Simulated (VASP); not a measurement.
# CuSi16 (a cell with a defect) in VASP: further runs

Runs on CuSi16 (a cell with a defect). Level: PBE. Tasks: single point.

Program: VASP 6.6.1. These are calculated values, not measurements. Logs are shortened: lines on timing, memory, paths and dates and some standing lists are left out, and cuts for length are marked.

### 1 The cell of the first run

The cell holds a defect, 17 atoms: a = 7.679 Å, b = 7.679 Å, c = 7.679 Å, α = 60.00°, β = 60.00°, γ = 60.00°.

### 2 Single point, PBE

INCAR reads:

```
ALGO     = Normal         # electronic algorithm
EDIFF    = 1E-6           # SCF threshold, eV
ENCUT    = 520            # plane-wave cutoff, eV
GGA      = PE             # functional
ISIF     = 2              # what is computed and relaxed
ISMEAR   = -1             # smearing method
LASPH    = True           # aspherical terms in the spheres
LCHARG   = False          # write CHGCAR
LREAL    = Auto         
LWAVE    = False          # write WAVECAR
NBANDS   = 52             # bands
NELECT   = 74.0         
NELM     = 80             # most SCF steps
PREC     = Accurate       # precision mode
SIGMA    = 0.02           # smearing width, eV
```

KPOINTS reads:

```
k-points
0
Gamma
  2 2 2
```

POSCAR reads:

```
CuSi16
1.0
    0.0000000000      5.4300000000      5.4300000000
    5.4300000000      0.0000000000      5.4300000000
    5.4300000000      5.4300000000      0.0000000000
Si Cu
16 1
Direct
    0.0071706262      0.0073249540     -0.0169391344
    0.1239269797      0.1366525783      0.1199407919
    0.0071802947      0.0073968692      0.5028020258
    0.1679705341      0.1021574586      0.6151747698
   -0.0190888582      0.5106234807      0.0043652855
    0.1256998158      0.6177819521      0.1236937385
    0.0118928177      0.4733025783      0.5075453039
    0.1257566298      0.6178426335      0.6331168508
    0.4964898711      0.0053602210     -0.0007651934
    0.6332014733      0.1285038674      0.1120092081
    0.5397241252     -0.0110073665      0.4858068140
    0.6332031308      0.1285139963      0.6266289134
    0.4977912523      0.5026465009     -0.0022498158
    0.6097528545      0.6314215470      0.1295898711
    0.4978206262      0.5026388582      0.5021239411
    0.6375828729      0.6121937385      0.6252821363
   -0.0351665746      0.8396689687      0.3479662063
```

Potentials or basis: VASP PAW PBE potentials, release 64 (Si, Cu).

On the command line:

```bash
$ cat potpaw_PBE.64/Si/POTCAR potpaw_PBE.64/Cu/POTCAR > POTCAR
$ mpirun -np 1 vasp_std > vasp.out
```

OUTCAR:

```text
EDIFF = 1E-6
   ENCUT = 520
   GGA = PE
   ISIF = 2
   ISMEAR = -1
   LASPH = True
   LREAL = Auto
   NELECT = 74.0
   NELM = 80
   PREC = Accurate

 ion  position               nearest neighbor table
   1  0.007  0.007  0.983-   4 2.32  10 2.34  17 2.35   2 2.40   6 2.44
   2  0.124  0.137  0.120-   9 2.34   5 2.35   3 2.40   1 2.40  17 2.53
   3  0.007  0.007  0.503-   4 2.32  12 2.35  17 2.35   2 2.40   8 2.44
   4  0.168  0.102  0.615-   1 2.32   3 2.32  11 2.33   7 2.34
   5  0.981  0.511  0.004-  14 2.33   8 2.33   6 2.33   2 2.35
   6  0.126  0.618  0.124-   5 2.33  13 2.33   7 2.41   1 2.44  17 2.47
   7  0.012  0.473  0.508-   4 2.34  16 2.35  17 2.35   6 2.41   8 2.41
   8  0.126  0.618  0.633-   5 2.33  15 2.33   7 2.41   3 2.44  17 2.47
   9  0.496  0.005  0.999-   2 2.34  12 2.34  10 2.34  14 2.35
  10  0.633  0.129  0.112-   9 2.34   1 2.34  13 2.35  11 2.35
  11  0.540  0.989  0.486-   4 2.33  10 2.35  12 2.35  16 2.37  17 2.67
  12  0.633  0.129  0.627-   9 2.34   3 2.35  15 2.35  11 2.35
  13  0.498  0.503  0.998-   6 2.33  14 2.34  16 2.34  10 2.35
  14  0.610  0.631  0.130-   5 2.33  15 2.34  13 2.34   9 2.35
  15  0.498  0.503  0.502-   8 2.33  14 2.34  16 2.34  12 2.35
  16  0.638  0.612  0.625-  13 2.34  15 2.34   7 2.35  11 2.37
  17  0.965  0.840  0.348-   1 2.35   3 2.35   7 2.35   8 2.47   6 2.47   2 2.53  11 2.67

  LATTYP: Found a face centered cubic cell.
 ALAT       =    10.8600000000

  Lattice vectors:

 A1 = (   0.0000000000,   5.4300000000,   5.4300000000)
 A2 = (   5.4300000000,   0.0000000000,   5.4300000000)
 A3 = (   5.4300000000,   5.4300000000,   0.0000000000)

Analysis of symmetry for initial positions (statically):
=====================================================================
 Subroutine PRICEL returns:
 Original cell was already a primitive cell.

 Routine SETGRP: Setting up the symmetry group for a
 face centered cubic supercell.

 Subroutine GETGRP returns: Found  1 space group operations
 (whereof  1 operations were pure point group operations)
 out of a pool of 48 trial point group operations.

The static configuration has the point symmetry C_1 .

Analysis of symmetry for dynamics (positions and initial velocities):
=====================================================================
 Subroutine PRICEL returns:
 Original cell was already a primitive cell.

 Routine SETGRP: Setting up the symmetry group for a
 face centered cubic supercell.

 Subroutine GETGRP returns: Found  1 space group operations
 (whereof  1 operations were pure point group operations)
 out of a pool of 48 trial point group operations.

The dynamic configuration has the point symmetry C_1 .

 Subroutine INISYM returns: Found  1 space group operations
 (whereof  1 operations are pure point group operations),
 and found     1 'primitive' translations

----------------------------------------------------------------------------------------

                                     Primitive cell

  volume of cell :     320.2060

  direct lattice vectors                    reciprocal lattice vectors
     0.000000000  5.430000000  5.430000000    -0.092081031  0.092081031  0.092081031
     5.430000000  0.000000000  5.430000000     0.092081031 -0.092081031  0.092081031
     5.430000000  5.430000000  0.000000000     0.092081031  0.092081031 -0.092081031

  length of vectors
     7.679179644  7.679179644  7.679179644     0.159489025  0.159489025  0.159489025

  position of ions in fractional coordinates (direct lattice)
     0.007170626  0.007324954  0.983060866
     0.123926980  0.136652578  0.119940792
     0.007180295  0.007396869  0.502802026
     0.167970534  0.102157459  0.615174770
     0.980911142  0.510623481  0.004365286
     0.125699816  0.617781952  0.123693739
[... 9 lines left out ...]
     0.637582873  0.612193738  0.625282136
     0.964833425  0.839668969  0.347966206

  ion indices of the primitive-cell ions
   primitive index   ion index
                 1           1
                 2           2
                 3           3
                 4           4
                 5           5
                 6           6
[... 9 lines left out ...]
                16          16
                17          17

----------------------------------------------------------------------------------------

 KPOINTS: k-points

Automatic generation of k-mesh.
 Grid dimensions read from file:
 generate k-points for:    2    2    2

 Generating k-lattice:

  Cartesian coordinates                     Fractional coordinates (reciprocal lattice)
    -0.046040516  0.046040516  0.046040516     0.500000000  0.000000000  0.000000000
     0.046040516 -0.046040516  0.046040516     0.000000000  0.500000000  0.000000000
     0.046040516  0.046040516 -0.046040516     0.000000000  0.000000000  0.500000000

  Length of vectors
     0.079744512  0.079744512  0.079744512

  Shift w.r.t. Gamma in fractional coordinates (k-lattice)
     0.000000000  0.000000000  0.000000000

 Subroutine IBZKPT returns following result:
 ===========================================

 Found      8 irreducible k-points:

 Following reciprocal coordinates:
            Coordinates               Weight
  0.000000  0.000000  0.000000      1.000000
  0.500000  0.000000  0.000000      1.000000
  0.000000  0.500000  0.000000      1.000000
  0.000000  0.000000  0.500000      1.000000
  0.500000  0.500000  0.500000      1.000000
  0.500000  0.500000  0.000000      1.000000
  0.000000  0.500000  0.500000      1.000000
  0.500000  0.000000  0.500000      1.000000
   k-points           NKPTS =      8   k-points in BZ     NKDIM =      8   number of bands    NBANDS=     52
   number of dos      NEDOS =    301   number of ions     NIONS =     17
   total plane-waves  NPLWV = 216000
   dimension x,y,z NGX =    60 NGY =   60 NGZ =   60
   dimension x,y,z NGXF=   120 NGYF=  120 NGZF=  120
   ions per type =              16   1
   NGX,Y,Z   is equivalent  to a cutoff of  12.99, 12.99, 12.99 a.u.
   NGXF,Y,Z  is equivalent  to a cutoff of  25.98, 25.98, 25.98 a.u.
 SYSTEM =  unknown system
   PREC   = accura    normal or accurate (medium, high low for compatibility)
   ISTART =      0    job   : 0-new  1-cont  2-samecut
   ICHARG =      2    charge: 1-file 2-atom 10-const
   ISPIN  =      1    spin polarized calculation?
   LNONCOLLINEAR =      F non collinear calculations
   LSORBIT =      F    spin-orbit coupling
   LASPH  =      T    aspherical Exc in radial PAW
   ENCUT  =  520.0 eV  38.22 Ry    6.18 a.u.  14.28 14.28 14.28*2*pi/ulx,y,z
   NELM   =     80;   NELMIN=  2; NELMDL= -5     # of ELM steps
   EDIFF  = 0.1E-05   stopping-criterion for ELM
   LREAL  =      T    real-space projection
   EDIFFG = 0.1E-04   stopping-criterion for IOM
   NSW    =      0    number of steps for IOM
   IBRION =     -1    ionic relax: 0-MD 1-quasi-New 2-CG
   NFREE  =      0    steps in history (QN), initial steepest desc. (CG)
   ISIF   =      2    stress and relaxation
   ISYM   =      2    0-nonsym 1-usesym 2-fastsym
   POTIM  = 0.5000    time-step for ionic-motion
   TEBEG  =    0.0;   TEEND  =   0.0 temperature during run
   PSTRESS=    0.0 pullay stress
   NELECT =      74.0000    total number of electrons
   NUPDOWN=      -1.0000    fix difference up-down
   EMIN   =  10.00;   EMAX   =-10.00  energy-range for DOS
   EFERMI =   0.00;   METHOD = LEGACY
   ISMEAR =    -1;   SIGMA  =   0.02  broadening in eV -4-tet -1-fermi 0-gaus
   EFERMI_NEDOS =   21; number of points for ismear=-14 and -15
   IALGO  =     38    algorithm
   IMIX   =      4    mixing-type and parameters
     AMIX     =   0.40;   BMIX     =  1.00
     AMIX_MAG =   1.60;   BMIX_MAG =  1.00
  volume/ion in A,a.u.               =      18.84       127.11
  Fermi-wavevector in a.u.,A,eV,Ry     =   1.004636  1.898488 13.732283  1.009294
  Thomas-Fermi vector in A             =   2.137265
   LORBIT       =      0    0 simple, 1 ext, 2 COOP (PROOUT), +10 PAW based schemes
   GGA     = PE    functional components
   LHFCALC =     F    Hartree Fock is set to
   AEXX    =    0.0000 exact exchange contribution
   IVDW    =     0    specifies the selected vdW correction
   LEPSILON=     F    determine dielectric tensor
   LRPA    =     F    only Hartree local field effects (RPA)
 non-spin polarized calculation
  energy-cutoff  :      520.00
  volume of cell :      320.21
 maximum number of plane-waves:      8646
 NGX is ok and might be reduce to    60
   NGX = 29   NGY = 29   NGZ = 29

 number of electron      74.0000004 magnetization

 Free energy of the ion-electron system (eV)
  ---------------------------------------------------
  ext. energy  EPLUGINS =         0.00000000
  ---------------------------------------------------
  free energy    TOTEN  =       -94.22290621 eV

  energy without entropy =      -94.22149937  energy(sigma->0) =      -94.22220279

 E-fermi :   6.4014     XC(G=0):  -9.6099

 val. band max:        6.3329844965   @ k =   0.0000   0.0000   0.0000
 cond. band min:       6.4698679589   @ k =   0.0000   0.0000   0.0000
 fundamental gap:      0.1368834625
 Fermi energy:         6.4014498362

 k-point     1 :       0.0000    0.0000    0.0000
  band No.  band energies     occupation
      1      -5.8945      2.00000
      2      -3.5309      2.00000
      3      -3.5125      2.00000
      4      -3.4885      2.00000
      5      -3.4669      2.00000
      6      -2.0085      2.00000
[... 41 lines left out ...]
     48       8.4745      0.00000
     49       8.5673      0.00000

 k-point     2 :       0.5000    0.0000    0.0000
  band No.  band energies     occupation
      1      -5.2573      2.00000
      2      -4.8995      2.00000
      3      -3.2390      2.00000
      4      -3.2279      2.00000
      5      -3.2020      2.00000
      6      -3.0662      2.00000
[... 304 lines left out ...]
 k-point     8 :       0.5000    0.0000    0.5000
  band No.  band energies     occupation
      1      -4.9335      2.00000
      2      -4.7145      2.00000
      3      -3.8830      2.00000
      4      -3.7737      2.00000
      5      -3.7461      2.00000
      6      -3.7374      2.00000
[... 41 lines left out ...]
     48      10.4700      0.00000
     49      10.4855      0.00000
 [bands above 49 left out]

------------------------ aborting loop because EDIFF is reached ----------------------------------------

  FORCE on cell =-STRESS in cart. coord.  units (eV):
  Direction    XX          YY          ZZ          XY          YZ          ZX
  --------------------------------------------------------------------------------------
  -------------------------------------------------------------------------------------
  Total       -1.3415203     -1.3312928     -1.9258058      0.7225841      0.0728288     -0.0896710
  in kB       -6.7124080     -6.6612341     -9.6359289      3.6155096      0.3644051     -0.4486764
  external PRESSURE =      -7.6698570 kB  Pullay stress =       0.0000000 kB

 VOLUME and BASIS-vectors are now :
 -----------------------------------------------------------------------------
  energy-cutoff  :      520.00
  volume of cell :      320.21
      direct lattice vectors                 reciprocal lattice vectors
     0.000000000  5.430000000  5.430000000    -0.092081031  0.092081031  0.092081031
     5.430000000  0.000000000  5.430000000     0.092081031 -0.092081031  0.092081031
     5.430000000  5.430000000  0.000000000     0.092081031  0.092081031 -0.092081031

 POSITION                                       TOTAL-FORCE (eV/Angst)
 -----------------------------------------------------------------------------------
      5.37780      5.37696      0.07871        -0.000801     -0.001601      0.003767
      1.39330      1.32420      1.41495        -0.001752     -0.001136      0.001322
      2.77038      2.76920      0.07915         0.004201      0.002952      0.003594
      3.89511      4.25248      1.46680         0.001313     -0.002849     -0.002076
      2.79639      5.35005      8.09903        -0.001602      0.002614     -0.002883
      4.02621      1.35421      4.03711        -0.007808     -0.000340      0.000766
[... 9 lines left out ...]
      6.71949      6.85736      6.78629        -0.001929      0.001809      0.000459
      6.44886      7.12850      9.79845         0.008106     -0.008901     -0.007202
 -----------------------------------------------------------------------------------
    total drift:                                0.006313     -0.003308     -0.007500

  FREE ENERGIE OF THE ION-ELECTRON SYSTEM (eV)
  ---------------------------------------------------
  free  energy   TOTEN  =       -94.2229062064 eV

  energy  without entropy=      -94.2214993712  energy(sigma->0) =      -94.22220279
```

Wall time 6.8 min (1 thread of Intel Xeon Platinum 8259CL at 2.50GHz (Skylake/Cascade Lake), shared host); peak memory 0.49 GiB.

What came out:

```
Free energy   : -94.2229 eV
Largest force : 0.014 eV/Å
```

Forces in eV/Å, atoms in the order of the input:
```
Si  -0.001 -0.002  0.004
Si  -0.002 -0.001  0.001
Si   0.004  0.003  0.004
Si   0.001 -0.003 -0.002
Si  -0.002  0.003 -0.003
Si  -0.008  0.000  0.001
Si  -0.003  0.006  0.003
Si   0.000  0.005 -0.002
Si   0.004 -0.003  0.000
Si  -0.003  0.002  0.000
Si   0.008 -0.009 -0.002
Si  -0.003  0.003 -0.001
Si   0.001  0.000 -0.001
Si  -0.004  0.002  0.004
Si   0.000  0.000  0.001
Si  -0.002  0.002  0.000
Cu   0.008 -0.009 -0.007
```

Levels at points of the mesh, in eV from the Fermi level:
| k point | band 35 | band 36 | band 37 | band 38 | band 39 | band 40 |
| --- | --- | --- | --- | --- | --- | --- |
| (0.00, 0.00, 0.00) | -0.63 | -0.19 | -0.07 | 0.07 | 0.40 | 0.59 |
| (0.50, 0.00, 0.00) | -0.89 | -0.65 | -0.52 | 0.52 | 1.00 | 1.34 |
| (0.00, 0.50, 0.00) | -0.88 | -0.88 | -0.80 | 0.50 | 1.15 | 1.24 |
| (0.00, 0.00, 0.50) | -0.90 | -0.85 | -0.75 | 0.55 | 1.12 | 1.25 |
| (0.50, 0.50, 0.50) | -0.90 | -0.85 | -0.75 | 0.55 | 1.12 | 1.25 |
| (0.50, 0.50, 0.00) | -1.50 | -1.42 | -1.12 | 0.67 | 0.98 | 1.95 |
| (0.00, 0.50, 0.50) | -1.46 | -1.43 | -1.09 | 0.66 | 0.99 | 1.94 |
| (0.50, 0.00, 0.50) | -1.46 | -1.43 | -1.08 | 0.66 | 0.99 | 1.94 |

Caveat: the k points lie up to 0.50 Å⁻¹ apart; the cell carries a net charge on a neutralising background, which shifts energy and pressure; the cell is charged against a uniform background, so pressure and absolute levels hang on convention.

### 3 Single point, PBE

INCAR reads:

```
  ALGO = Normal
  EDIFF = 1E-7
  ENCUT = 520
  GGA = PE
  ISIF = 2
  ISMEAR = -1
  LASPH = T
  LCHARG = T
  LELF = T
  LREAL = Auto
  LVHAR = T
  LWAVE = F
  NBANDS = 52
  NELECT = 74.0
  NELM = 80
  PREC = Accurate
  SIGMA = 0.02
```

KPOINTS is that of step 2.

POSCAR reads:

```
CuSi16
1.0
    0.0000000000      5.4300000000      5.4300000000
    5.4300000000      0.0000000000      5.4300000000
    5.4300000000      5.4300000000      0.0000000000
Si Cu
16 1
Direct
    0.0083388582      0.0084664825     -0.0112528545
    0.1230895028      0.1507534070      0.1136747698
    0.0049162063      0.0051342541      0.5028165746
    0.1518643646      0.1147269797      0.6161964088
   -0.0367578269      0.5214788214      0.0165720074
    0.1262125230      0.6208101289      0.1220931860
    0.0085076427      0.4879892265      0.5077056169
    0.1251432781      0.6135727440      0.6471524862
    0.4965095764      0.0131753223     -0.0020848987
    0.6359456722      0.1237909761      0.1202276243
    0.5230517495     -0.0069224678      0.4935318600
    0.6337500000      0.1231035912      0.6248347145
    0.4992240331      0.4975046961     -0.0018501842
    0.5909027624      0.6379237569      0.1386127072
    0.4983864641      0.4966814917      0.5129459484
    0.6360800184      0.6194807551      0.6248511050
    0.1582725599      0.7880278085      0.2858839779
```

Potentials or basis: VASP PAW PBE potentials, release 64 (Si, Cu).

On the command line:

```bash
$ cat potpaw_PBE.64/Si/POTCAR potpaw_PBE.64/Cu/POTCAR > POTCAR
$ mpirun -np 1 vasp_std > vasp.out
```

It took 6.9 min on 1 thread of Intel Xeon Platinum 8259CL at 2.50GHz (Skylake/Cascade Lake), shared host; peak memory 0.5 GiB.

It converged, with:

- Free energy: -94.2150 eV
- Largest force: 0.143 eV/Å

Forces on the atoms (eV/Å):
```
Si  -0.004 -0.019  0.001
Si   0.085  0.007 -0.026
Si   0.020  0.016  0.021
Si   0.021  0.034  0.014
Si  -0.032 -0.001  0.001
Si   0.007 -0.032 -0.044
Si  -0.013 -0.009 -0.013
Si   0.097 -0.012 -0.003
Si  -0.004  0.001  0.011
Si  -0.018 -0.001 -0.001
Si   0.003 -0.008  0.002
Si   0.029  0.009  0.003
Si  -0.012 -0.002  0.008
Si  -0.017  0.042  0.029
Si  -0.007  0.004  0.011
Si  -0.015  0.004 -0.009
Cu  -0.139 -0.034 -0.007
```

Levels at points of the mesh, in eV from the Fermi level:
```
           k point  band 34  band 35  band 36  band 37  band 38  band 39  band 40  band 41
(0.00, 0.00, 0.00)    -1.06    -0.65    -0.21    -0.07     0.07     0.34     0.57     0.59
(0.50, 0.00, 0.00)    -0.93    -0.91    -0.67    -0.50     0.51     0.99     1.35     1.36
(0.00, 0.50, 0.00)    -0.96    -0.93    -0.88    -0.81     0.50     1.11     1.21     1.29
(0.00, 0.00, 0.50)    -0.97    -0.94    -0.87    -0.80     0.52     1.10     1.22     1.29
(0.50, 0.50, 0.50)    -0.99    -0.93    -0.88    -0.72     0.56     1.09     1.20     1.30
(0.50, 0.50, 0.00)    -1.53    -1.52    -1.44    -1.16     0.66     0.95     1.92     2.03
(0.00, 0.50, 0.50)    -1.57    -1.47    -1.47    -1.11     0.64     0.95     1.91     2.05
(0.50, 0.00, 0.50)    -1.53    -1.51    -1.44    -1.15     0.65     0.95     1.92     2.04
```

Caveat: the k points lie up to 0.50 Å⁻¹ apart; the cell carries a net charge on a neutralising background, which shifts energy and pressure; the cell is charged against a uniform background, so pressure and absolute levels hang on convention.
